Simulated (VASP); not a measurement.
Write the native input for VASP 6.6.1 that does the following.

```
Task                   : single point
Functional             : PBE
Dispersion             : D3(BJ)
Potentials or basis    : VASP PAW PBE potentials, release 64 (Ti_sv, Te)
Cutoff                 : 520 eV
k mesh                 : 12 × 12 × 8
Occupations            : gaussian, width 0.1 eV
Spin                   : no spin polarisation
Dipole correction      : no
Further INCAR settings : ALGO = Normal; EDIFF = 1e-07; NBANDS = 19
```

The structure of TiTe2 lies in POSCAR:

```
TiTe2
1.0
    3.6645566050      0.0000000000      0.0000000000
   -1.8322783025      3.1735991136      0.0000000000
    0.0000000000      0.0000000000      6.2991312438
Ti Te
1 2
Direct
    0.0000000000      0.0000000000      0.0000000000
    0.6666666667      0.3333333333      0.2752256515
    0.3333333333      0.6666666667      0.7247743485
```

One way to write it, as run:

INCAR

```
PREC = Accurate ; ENCUT = 520
EDIFF = 1E-7 ; ISMEAR = 0
SIGMA = 0.1 ; LREAL = False
LASPH = True ; NELM = 80
ALGO = Normal ; ISIF = 2
LWAVE = False ; LCHARG = False
GGA = PE ; IVDW = 12
NBANDS = 19
```

KPOINTS

```
Automatic mesh
0
Gamma
  12 12 8
```

Potentials or basis: VASP PAW PBE potentials, release 64 (Ti_sv, Te).

Run with:

```bash
$ cat potpaw_PBE.64/Ti_sv/POTCAR potpaw_PBE.64/Te/POTCAR > POTCAR
$ mpirun -np 1 vasp_std > vasp.out
```

It gave:

- Pressure: 1.4 GPa
- Largest force: 0.005 eV/Å
- Band gap on the k mesh: zero (bands 12 and 13 overlap by 0.86 eV)
- Dispersion energy per atom: -0.539 eV

Caveat: spin-orbit coupling is left out, which moves the levels of the heavy elements.

Run time: 80 s on 1 thread of AMD EPYC 9R45 96-Core Processor (Zen 5), with other jobs on the host, peak memory 0.29 GiB.
